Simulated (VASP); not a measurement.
# Ga4P (Im-3m) in VASP: notebook

Runs on Ga4P. Level: PBE. Tasks: single point, relaxation of cell and atoms.

Program: VASP 6.6.1. These are calculated values, not measurements. Logs are shortened: lines on timing, memory, paths and dates and some standing lists are left out, and cuts for length are marked.

**1. The cell of the first run**

It takes space group Im-3m (No. 229, cubic). The conventional cell has a = 5.651 Å, b = 5.651 Å, c = 5.651 Å, α = 90.00°, β = 90.00°, γ = 90.00°. Within 3.2 Å of Ga (site symmetry -3m) lie 2 P at 2.45 Å and 6 Ga at 2.83 Å. Within 3.2 Å of P (site symmetry m-3m) lie 8 Ga at 2.45 Å.

**2. Single point, PBE**

The input, INCAR:

```
PREC = Accurate ; ENCUT = 520
EDIFF = 1E-7 ; ISMEAR = 0
SIGMA = 0.1 ; LREAL = F
LASPH = T ; NELM = 60
ALGO = Normal ; ISIF = 2
LWAVE = F ; LCHARG = F
GGA = PE ; NBANDS = 36
```

The input, KPOINTS:

```
regular mesh
0
Gamma
  4 4 4
```

The input, POSCAR:

```
Ga4P
1.0
   -2.8254889300      2.8254889300      2.8254889300
    2.8254889300     -2.8254889300      2.8254889300
    2.8254889300      2.8254889300     -2.8254889300
Ga P
4 1
Direct
    0.0000000000      0.0000000000      0.5000000000
    0.5000000000      0.0000000000      0.0000000000
    0.5000000000      0.5000000000      0.5000000000
    0.0000000000      0.5000000000      0.0000000000
    0.0000000000      0.0000000000      0.0000000000
```

Potentials or basis: VASP PAW PBE potentials, release 64 (Ga_d, P).

Command:

```
$ cat potpaw_PBE.64/Ga_d/POTCAR potpaw_PBE.64/P/POTCAR > POTCAR
$ mpirun -np 1 vasp_std > vasp.out
```

OUTCAR:

```text
PREC = Accurate
   ENCUT = 520
   EDIFF = 1E-7
   ISMEAR = 0
   LREAL = F
   LASPH = T
   NELM = 60
   ISIF = 2
   GGA = PE

 ion  position               nearest neighbor table
   1  0.000  0.000  0.500-   5 2.45   5 2.45   4 2.83   2 2.83   3 2.83   4 2.83   2 2.83   3 2.83

   2  0.500  0.000  0.000-   5 2.45   5 2.45   4 2.83   1 2.83   3 2.83   3 2.83   1 2.83   4 2.83

   3  0.500  0.500  0.500-   5 2.45   5 2.45   4 2.83   1 2.83   2 2.83   4 2.83   1 2.83   2 2.83

   4  0.000  0.500  0.000-   5 2.45   5 2.45   3 2.83   1 2.83   2 2.83   1 2.83   3 2.83   2 2.83

   5  0.000  0.000  0.000-   1 2.45   2 2.45   3 2.45   4 2.45   1 2.45   4 2.45   2 2.45   3 2.45

  LATTYP: Found a body centered cubic cell.
 ALAT       =     5.6509778600

  Lattice vectors:

 A1 = (  -2.8254889300,   2.8254889300,   2.8254889300)
 A2 = (   2.8254889300,  -2.8254889300,   2.8254889300)
 A3 = (   2.8254889300,   2.8254889300,  -2.8254889300)

Analysis of symmetry for initial positions (statically):
=====================================================================
 Subroutine PRICEL returns:
 Original cell was already a primitive cell.

 Routine SETGRP: Setting up the symmetry group for a
 body centered cubic supercell.

 Subroutine GETGRP returns: Found 48 space group operations
 (whereof 48 operations were pure point group operations)
 out of a pool of 48 trial point group operations.

The static configuration has the point symmetry O_h .

Analysis of symmetry for dynamics (positions and initial velocities):
=====================================================================
 Subroutine PRICEL returns:
 Original cell was already a primitive cell.

 Routine SETGRP: Setting up the symmetry group for a
 body centered cubic supercell.

 Subroutine GETGRP returns: Found 48 space group operations
 (whereof 48 operations were pure point group operations)
 out of a pool of 48 trial point group operations.

The dynamic configuration has the point symmetry O_h .

 Subroutine INISYM returns: Found 48 space group operations
 (whereof 48 operations are pure point group operations),
 and found     1 'primitive' translations

----------------------------------------------------------------------------------------

                                     Primitive cell

  volume of cell :      90.2279

  direct lattice vectors                    reciprocal lattice vectors
    -2.825488930  2.825488930  2.825488930     0.000000000  0.176960523  0.176960523
     2.825488930 -2.825488930  2.825488930     0.176960523  0.000000000  0.176960523
     2.825488930  2.825488930 -2.825488930     0.176960523  0.176960523  0.000000000

  length of vectors
     4.893890383  4.893890383  4.893890383     0.250259972  0.250259972  0.250259972

  position of ions in fractional coordinates (direct lattice)
     0.000000000  0.000000000  0.500000000
     0.500000000  0.000000000  0.000000000
     0.500000000  0.500000000  0.500000000
     0.000000000  0.500000000  0.000000000
     0.000000000  0.000000000  0.000000000

  ion indices of the primitive-cell ions
   primitive index   ion index
                 1           1
                 2           2
                 3           3
                 4           4
                 5           5

----------------------------------------------------------------------------------------

 KPOINTS: regular mesh

Automatic generation of k-mesh.
 Grid dimensions read from file:
 generate k-points for:    4    4    4

 Generating k-lattice:

  Cartesian coordinates                     Fractional coordinates (reciprocal lattice)
     0.000000000  0.044240131  0.044240131     0.250000000  0.000000000  0.000000000
     0.044240131  0.000000000  0.044240131     0.000000000  0.250000000  0.000000000
     0.044240131  0.044240131  0.000000000     0.000000000  0.000000000  0.250000000

  Length of vectors
     0.062564993  0.062564993  0.062564993

  Shift w.r.t. Gamma in fractional coordinates (k-lattice)
     0.000000000  0.000000000  0.000000000

 Subroutine IBZKPT returns following result:
 ===========================================

 Found      8 irreducible k-points:

 Following reciprocal coordinates:
            Coordinates               Weight
  0.000000  0.000000  0.000000      1.000000
  0.250000  0.000000  0.000000     12.000000
  0.500000  0.000000  0.000000      6.000000
  0.250000  0.250000  0.000000     24.000000
  0.250000  0.250000  0.250000      2.000000
 -0.250000  0.250000  0.250000      6.000000
  0.500000  0.500000  0.250000     12.000000
  0.500000  0.500000  0.500000      1.000000
   k-points           NKPTS =      8   k-points in BZ     NKDIM =      8   number of bands    NBANDS=     36
   number of dos      NEDOS =    301   number of ions     NIONS =      5
   total plane-waves  NPLWV =  46656
   dimension x,y,z NGX =    36 NGY =   36 NGZ =   36
   dimension x,y,z NGXF=    72 NGYF=   72 NGZF=   72
   ions per type =               4   1
   NGX,Y,Z   is equivalent  to a cutoff of  12.23, 12.23, 12.23 a.u.
   NGXF,Y,Z  is equivalent  to a cutoff of  24.46, 24.46, 24.46 a.u.
 SYSTEM =  unknown system
   PREC   = accura    normal or accurate (medium, high low for compatibility)
   ISTART =      0    job   : 0-new  1-cont  2-samecut
   ICHARG =      2    charge: 1-file 2-atom 10-const
   ISPIN  =      1    spin polarized calculation?
   LNONCOLLINEAR =      F non collinear calculations
   LSORBIT =      F    spin-orbit coupling
   LASPH  =      T    aspherical Exc in radial PAW
   ENCUT  =  520.0 eV  38.22 Ry    6.18 a.u.   9.10  9.10  9.10*2*pi/ulx,y,z
   NELM   =     60;   NELMIN=  2; NELMDL= -5     # of ELM steps
   EDIFF  = 0.1E-06   stopping-criterion for ELM
   LREAL  =      F    real-space projection
   EDIFFG = 0.1E-05   stopping-criterion for IOM
   NSW    =      0    number of steps for IOM
   IBRION =     -1    ionic relax: 0-MD 1-quasi-New 2-CG
   NFREE  =      0    steps in history (QN), initial steepest desc. (CG)
   ISIF   =      2    stress and relaxation
   ISYM   =      2    0-nonsym 1-usesym 2-fastsym
   POTIM  = 0.5000    time-step for ionic-motion
   TEBEG  =    0.0;   TEEND  =   0.0 temperature during run
   PSTRESS=    0.0 pullay stress
   NELECT =      57.0000    total number of electrons
   NUPDOWN=      -1.0000    fix difference up-down
   EMIN   =  10.00;   EMAX   =-10.00  energy-range for DOS
   EFERMI =   0.00;   METHOD = LEGACY
   ISMEAR =     0;   SIGMA  =   0.10  broadening in eV -4-tet -1-fermi 0-gaus
   EFERMI_NEDOS =   21; number of points for ismear=-14 and -15
   IALGO  =     38    algorithm
   IMIX   =      4    mixing-type and parameters
     AMIX     =   0.40;   BMIX     =  1.00
     AMIX_MAG =   1.60;   BMIX_MAG =  1.00
  volume/ion in A,a.u.               =      18.05       121.78
  Fermi-wavevector in a.u.,A,eV,Ry     =   1.404708  2.654514 26.847093  1.973206
  Thomas-Fermi vector in A             =   2.527243
   LORBIT       =      0    0 simple, 1 ext, 2 COOP (PROOUT), +10 PAW based schemes
   GGA     = PE    functional components
   LHFCALC =     F    Hartree Fock is set to
   AEXX    =    0.0000 exact exchange contribution
   IVDW    =     0    specifies the selected vdW correction
   LEPSILON=     F    determine dielectric tensor
   LRPA    =     F    only Hartree local field effects (RPA)
 non-spin polarized calculation
 Gauss-broadening in eV      SIGMA  =   0.10
  energy-cutoff  :      520.00
  volume of cell :       90.23
 maximum number of plane-waves:      2491
   NGX = 19   NGY = 19   NGZ = 19

 number of electron      56.9999980 magnetization

 Free energy of the ion-electron system (eV)
  ---------------------------------------------------
  ext. energy  EPLUGINS =         0.00000000
  ---------------------------------------------------
  free energy    TOTEN  =       -15.68106269 eV

  energy without entropy =      -15.66969486  energy(sigma->0) =      -15.67537877

 E-fermi :   6.1177     XC(G=0): -10.8995

 val. band max:        6.0401523090   @ k =   0.2500   0.0000   0.0000
 cond. band min:       6.1293165907   @ k =   0.5000   0.0000   0.0000
 fundamental gap:      0.0891642817
 Fermi energy:         6.1176801181

 k-point     1 :       0.0000    0.0000    0.0000
  band No.  band energies     occupation
      1      -9.7177      2.00000
      2      -9.1247      2.00000
      3      -9.1247      2.00000
      4      -8.9941      2.00000
      5      -8.9941      2.00000
      6      -8.9760      2.00000
[... 28 lines left out ...]
     35      11.6800      0.00000
     36      11.6800      0.00000

 k-point     2 :       0.2500    0.0000    0.0000
  band No.  band energies     occupation
      1      -9.5543      2.00000
      2      -9.0961      2.00000
      3      -9.0621      2.00000
      4      -9.0016      2.00000
      5      -8.9618      2.00000
      6      -8.9513      2.00000
[... 28 lines left out ...]
     35      11.5495      0.00000
     36      11.7427      0.00000

 k-point     3 :       0.5000    0.0000    0.0000
  band No.  band energies     occupation
      1      -9.3316      2.00000
      2      -9.0767      2.00000
      3      -9.0366      2.00000
      4      -8.9965      2.00000
      5      -8.9246      2.00000
      6      -8.9216      2.00000
[... 28 lines left out ...]
     35      10.6628      0.00000
     36      12.1812      0.00000

 k-point     4 :       0.2500    0.2500    0.0000
  band No.  band energies     occupation
      1      -9.3450      2.00000
      2      -9.0412      2.00000
      3      -9.0167      2.00000
      4      -8.9832      2.00000
      5      -8.9644      2.00000
      6      -8.9479      2.00000
[... 28 lines left out ...]
     35      11.5630      0.00000
     36      12.8655      0.00000

 k-point     5 :       0.2500    0.2500    0.2500
  band No.  band energies     occupation
      1      -9.2891      2.00000
      2      -8.9584      2.00000
      3      -8.9584      2.00000
      4      -8.9584      2.00000
      5      -8.8851      2.00000
      6      -8.8851      2.00000
[... 28 lines left out ...]
     35       9.8218      0.00000
     36       9.8218      0.00000

 k-point     6 :      -0.2500    0.2500    0.2500
  band No.  band energies     occupation
      1      -9.4089      2.00000
      2      -9.1029      2.00000
      3      -9.0252      2.00000
      4      -9.0252      2.00000
      5      -8.9966      2.00000
      6      -8.9631      2.00000
[... 28 lines left out ...]
     35      11.7281      0.00000
     36      12.9621      0.00000

 k-point     7 :       0.5000    0.5000    0.2500
  band No.  band energies     occupation
      1      -9.2118      2.00000
      2      -9.0894      2.00000
      3      -9.0615      2.00000
      4      -9.0508      2.00000
      5      -9.0392      2.00000
      6      -9.0199      2.00000
[... 28 lines left out ...]
     35      12.6819      0.00000
     36      12.7231      0.00000

 k-point     8 :       0.5000    0.5000    0.5000
  band No.  band energies     occupation
      1      -9.1073      2.00000
      2      -9.1073      2.00000
      3      -9.1073      2.00000
      4      -9.0832      2.00000
      5      -9.0832      2.00000
      6      -9.0832      2.00000
[... 28 lines left out ...]
     35      14.5486      0.00000
     36      14.5486      0.00000

------------------------ aborting loop because EDIFF is reached ----------------------------------------

  FORCE on cell =-STRESS in cart. coord.  units (eV):
  Direction    XX          YY          ZZ          XY          YZ          ZX
  --------------------------------------------------------------------------------------
  -------------------------------------------------------------------------------------
  Total        5.2598442      5.2598442      5.2598442      0.0000000     -0.0000000      0.0000000
  in kB       93.3990891     93.3990891     93.3990891      0.0000000     -0.0000000      0.0000000
  external PRESSURE =      93.3990891 kB  Pullay stress =       0.0000000 kB

 VOLUME and BASIS-vectors are now :
 -----------------------------------------------------------------------------
  energy-cutoff  :      520.00
  volume of cell :       90.23
      direct lattice vectors                 reciprocal lattice vectors
    -2.825488930  2.825488930  2.825488930     0.000000000  0.176960523  0.176960523
     2.825488930 -2.825488930  2.825488930     0.176960523  0.000000000  0.176960523
     2.825488930  2.825488930 -2.825488930     0.176960523  0.176960523  0.000000000

 POSITION                                       TOTAL-FORCE (eV/Angst)
 -----------------------------------------------------------------------------------
      1.41274      1.41274     -1.41274         0.000000     -0.000000     -0.000000
     -1.41274      1.41274      1.41274        -0.000000     -0.000000      0.000000
      1.41274      1.41274      1.41274        -0.000000      0.000000      0.000000
      1.41274     -1.41274      1.41274         0.000000      0.000000     -0.000000
      0.00000      0.00000      0.00000        -0.000000      0.000000      0.000000
 -----------------------------------------------------------------------------------
    total drift:                               -0.000000     -0.000000      0.000000

  FREE ENERGIE OF THE ION-ELECTRON SYSTEM (eV)
  ---------------------------------------------------
  free  energy   TOTEN  =       -15.6810626859 eV

  energy  without entropy=      -15.6696948595  energy(sigma->0) =      -15.67537877
```

It took 29 s on 1 thread of Intel Xeon 6975P-C, shared host; peak memory 0.2 GiB.

What came out:

```yaml
Free_energy: -15.6811 eV
Pressure: 9.3 GPa
```

Levels at points of the mesh, in eV from the Fermi level:
| k point | band 24 | band 25 | band 26 | band 27 | band 28 | band 29 | band 30 | band 31 | band 32 | band 33 |
| --- | --- | --- | --- | --- | --- | --- | --- | --- | --- | --- |
| (0.00, 0.00, 0.00) | -5.70 | -5.24 | -3.25 | -3.25 | -3.25 | -0.92 | -0.92 | -0.92 | 3.05 | 3.05 |
| (0.50, 0.00, 0.00) | -5.53 | -5.19 | -4.74 | -0.21 | 0.01 | 0.53 | 1.08 | 2.05 | 2.34 | 3.30 |
| (0.50, 0.50, 0.50) | -8.12 | -4.21 | -4.21 | 0.64 | 0.64 | 0.64 | 1.53 | 1.53 | 1.53 | 1.75 |

Caveat: the k points lie up to 0.39 Å⁻¹ apart.

**3. Single point, PBE**

This run uses another cell than the first one, of 20.59 Å³/atom, 1.141 times its volume.

The input, INCAR:

```
SYSTEM = Ga4P
PREC = Accurate
ENCUT = 520
EDIFF = 1E-6
ISMEAR = 0
SIGMA = 0.1
LREAL = .False.
LASPH = .True.
NELM = 60
ALGO = Normal
ISIF = 2
LWAVE = .False.
LCHARG = .True.
GGA = PE
LELF = .True.
LVHAR = .True.
NBANDS = 36
```

The input, KPOINTS:

```
Automatic mesh
0
Gamma
  4 4 4
  0 0 0
```

POSCAR, as its differences from that of step 2:

```diff
@@ -2,5 +2,5 @@
 1.0
-   -2.8254889300      2.8254889300      2.8254889300
-    2.8254889300     -2.8254889300      2.8254889300
-    2.8254889300      2.8254889300     -2.8254889300
+   -2.9524555952      2.9524555952      2.9524555952
+    2.9524555952     -2.9524555952      2.9524555952
+    2.9524555952      2.9524555952     -2.9524555952
 Ga P
```

Potentials or basis: VASP PAW PBE potentials, release 64 (Ga_d, P).

Command:

```
$ cat potpaw_PBE.64/Ga_d/POTCAR potpaw_PBE.64/P/POTCAR > POTCAR
$ mpirun -np 1 vasp_std > vasp.out
```

Run time: 34 s. Hardware: 1 thread of Intel Xeon 6975P-C, shared host; peak memory 0.24 GiB.

It converged, with:

```yaml
Free_energy: -16.0111 eV
Pressure: 0.1 GPa
```

Levels at points of the mesh, in eV from the Fermi level:
| k point | band 24 | band 25 | band 26 | band 27 | band 28 | band 29 | band 30 | band 31 | band 32 | band 33 |
| --- | --- | --- | --- | --- | --- | --- | --- | --- | --- | --- |
| (0.00, 0.00, 0.00) | -5.10 | -5.10 | -3.40 | -3.40 | -3.40 | -0.65 | -0.65 | -0.65 | 3.24 | 3.24 |
| (0.50, 0.00, 0.00) | -5.02 | -4.96 | -4.56 | -0.05 | -0.02 | 0.45 | 1.19 | 1.31 | 2.30 | 2.79 |
| (0.50, 0.50, 0.50) | -7.61 | -3.53 | -3.53 | 0.67 | 0.74 | 0.74 | 0.74 | 1.14 | 1.14 | 1.14 |

Caveat: the k points lie up to 0.38 Å⁻¹ apart.

**4. Relaxation of cell and atoms, PBE**

The input, INCAR:

```
SYSTEM = Ga4P
  PREC = Accurate
  ENCUT = 600
  EDIFF = 1E-6
  ISMEAR = 0
  SIGMA = 0.1
  LREAL = .False.
  LASPH = .True.
  NELM = 80
  ALGO = Normal
  ISIF = 3
  LWAVE = .False.
  LCHARG = .False.
  GGA = PE
  IBRION = 2
  NSW = 90
  EDIFFG = -0.04
```

The input, KPOINTS:

```
regular mesh
0
Gamma
  4 4 4
  0 0 0
```

POSCAR, as its differences from that of step 3:

```diff
@@ -2,5 +2,5 @@
 1.0
-   -2.9524555952      2.9524555952      2.9524555952
-    2.9524555952     -2.9524555952      2.9524555952
-    2.9524555952      2.9524555952     -2.9524555952
+   -2.8254889300      2.8254889300      2.8254889300
+    2.8254889300     -2.8254889300      2.8254889300
+    2.8254889300      2.8254889300     -2.8254889300
 Ga P
```

Command:

```
$ cat potpaw_PBE.64/Ga_d/POTCAR potpaw_PBE.64/P/POTCAR > POTCAR
$ mpirun -np 1 vasp_std > vasp.out
```

It took 77 s on 1 thread of Intel Xeon 6975P-C, shared host; peak memory 0.25 GiB.

The run converged. Its results:

| Property | Result |
| --- | --- |
| Free energy | -16.0081 eV |
| Relaxed volume | 20.58 Å³/atom |
| Relaxed cell | a = 5.113 Å, b = 5.113 Å, c = 5.113 Å, α = 109.47°, β = 109.47°, γ = 109.47° |
| Space group after relaxing (to 0.05 Å) | Im-3m (No. 229) |
| Energy gained by relaxing | 65.5 meV/atom |
| Ionic steps | 3 |
| Pressure after relaxing | 0.0 GPa |

Step by step:
```csv
step,energy change (eV),largest force (eV/Å),pressure (GPa),volume (Å³)
1,0.0000,0.0000,9.29,90.23
2,-0.3243,0.0000,-0.79,104.60
3,-0.3275,0.0000,-0.05,102.91
```

Final structure:
```yaml
crystal:
  lattice:
    - [-2.95216, 2.95216, 2.95216]
    - [2.95216, -2.95216, 2.95216]
    - [2.95216, 2.95216, -2.95216]
  atoms:
    - { symbol: Ga, position: [0.00000, 0.00000, 0.50000] }
    - { symbol: Ga, position: [0.50000, 0.00000, 0.00000] }
    - { symbol: Ga, position: [0.50000, 0.50000, 0.50000] }
    - { symbol: Ga, position: [0.00000, 0.50000, 0.00000] }
    - { symbol: P, position: [0.00000, 0.00000, 0.00000] }
```

Levels at points of the mesh, in eV from the Fermi level:
```
           k point  band 24  band 25  band 26  band 27  band 28  band 29  band 30  band 31  band 32  band 33
(0.00, 0.00, 0.00)    -5.11    -5.11    -3.40    -3.40    -3.40    -0.65    -0.65    -0.65     3.24     3.24
(0.50, 0.00, 0.00)    -5.02    -4.96    -4.56    -0.05    -0.02     0.45     1.19     1.31     2.30     2.79
(0.50, 0.50, 0.50)    -7.61    -3.53    -3.53     0.67     0.74     0.74     0.74     1.14     1.14     1.14
```

Caveat: the k points lie up to 0.38 Å⁻¹ apart in the final cell.

**5. The runs side by side**

| task | cell | cutoff (eV) | gap on the mesh (eV) | pressure (GPa) |
| --- | --- | --- | --- | --- |
| single point | a = 4.894 Å, angles 109.5°, 5 atoms | 520 | none | 9.3 |
| single point | a = 5.114 Å, angles 109.5°, 5 atoms | 520 | none | 0.1 |
| relaxation of cell and atoms | relaxed from a = 4.894 Å, angles 109.5°, 5 atoms | 600 | none | 0.0 |

Alike in all rows: level PBE; potentials or basis VASP PAW PBE potentials, release 64 (Ga_d, P); no spin polarisation; k mesh 4 × 4 × 4; smearing gaussian 0.1 eV.

Caveats: all runs use coarse meshes.

Total energies depend on the potentials used, so only differences within one code and one set of settings carry meaning.
